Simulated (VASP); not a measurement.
Write the native input for VASP 6.6.1 that does the following.

```
Task                   : single point
Functional             : r2SCAN
Potentials or basis    : VASP PAW PBE potentials, release 64 (Se, Ti_sv)
Cutoff                 : 520 eV
k mesh                 : 10 × 10 × 4
Occupations            : fermi-dirac, width 0.05 eV
Spin                   : no spin polarisation
Dipole correction      : no
Further INCAR settings : ALGO = Normal; EDIFF = 1e-07; NBANDS = 29
```

Crystal: Ti3Se.

```
Se Ti
1.0
     3.15423    0.00000    0.00000
    -1.57712    2.73164    0.00000
     0.00000    0.00000    7.83540
Se Ti
1 3
Direct
  0.00000 0.00000 0.00000
  0.66667 0.33333 0.50000
  0.33333 0.66667 0.77290
  0.33333 0.66667 0.22710
```

One way to write it, as run:

POSCAR

```
Ti3Se
1.0
    3.1542315771      0.0000000000      0.0000000000
   -1.5771157886      2.7316446752      0.0000000000
    0.0000000000      0.0000000000      7.8353974489
Se Ti
1 3
Direct
    0.0000000000      0.0000000000      0.0000000000
    0.6666666667      0.3333333333      0.5000000000
    0.3333333333      0.6666666667      0.7729020000
    0.3333333333      0.6666666667      0.2270980000
```

INCAR.step1

```
PREC = Accurate ; ENCUT = 520
ISMEAR = -1 ; SIGMA = 0.05
LREAL = False ; LASPH = True
NELM = 60 ; NBANDS = 29
GGA = PE ; ALGO = Normal
EDIFF = 1E-4 ; LWAVE = True
LCHARG = False
```

INCAR.step2

```
PREC = Accurate ; ENCUT = 520
EDIFF = 1E-7 ; ISMEAR = -1
SIGMA = 0.05 ; LREAL = False
LASPH = True ; NELM = 60
ALGO = Normal ; ISIF = 2
LWAVE = False ; LCHARG = False
METAGGA = R2SCAN ; LMIXTAU = True
NBANDS = 29 ; ISTART = 1
```

KPOINTS

```
Automatic mesh
0
Gamma
  10 10 4
```

Potentials or basis: VASP PAW PBE potentials, release 64 (Se, Ti_sv).

Launch:

```console
$ cat potpaw_PBE.64/Se/POTCAR potpaw_PBE.64/Ti_sv/POTCAR > POTCAR
$ cp INCAR.step1 INCAR
$ mpirun -np 1 vasp_std > vasp.out
$ cp INCAR.step2 INCAR
$ mpirun -np 1 vasp_std > vasp.out
```

Results of the run:

```
Pressure               : 4.9 GPa
Largest force          : 0.097 eV/Å
Band gap on the k mesh : zero (band 21 reaches 9.05 eV, above the bottom of band 22 at 8.39 eV)
```

Caveat: the PAW data sets were made with another functional, which shifts forces and pressure a little.

Wall time 8.3 min on 1 thread of AMD EPYC 9R45 (Zen 5), on a shared host, peak memory 0.19 GiB.
